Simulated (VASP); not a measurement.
Re, 2 atoms in the cell. Symmetry: Fd-3m, No. 227, cubic system. Conventional cell: a = 5.350 Å, b = 5.350 Å, c = 5.350 Å, α = 90.00°, β = 90.00°, γ = 90.00°. Within 3.1 Å of Re (site symmetry -43m) lie 4 Re at 2.32 Å. 

* Program: VASP 6.6.1
* Task: relaxation of cell and atoms
* Functional: PBE
* Potentials or basis: VASP PAW PBE potentials, release 64 (Re_sv_GW)
* Cutoff: 500 eV
* k mesh: 7 × 7 × 7
* Occupations: gaussian, width 0.05 eV
* Spin: no spin polarisation
* Dipole correction: no
* Second run: valence_matched
* Further INCAR settings: ALGO = Normal; EDIFF = 1e-07; IBRION = 2; EDIFFG = -0.02; NSW = 80; ISIF = 3

Potentials or basis: VASP PAW PBE potentials, release 64 (Re_sv_GW).

Launch:

```sh
$ cat potpaw_PBE.64/Re_sv_GW/POTCAR > POTCAR
$ mpirun -np 1 vasp_std > vasp.out
```

Hardware: 1 thread of AMD EPYC 9R45 (Zen 5), on a shared host.

Q: Estimate the wall time of this run.

A: Run time: 99 s on 1 thread of AMD EPYC 9R45 (Zen 5) (shared host), peak memory 0.13 GiB. Counts: scf iterations 63, k points 20, ion steps 5.
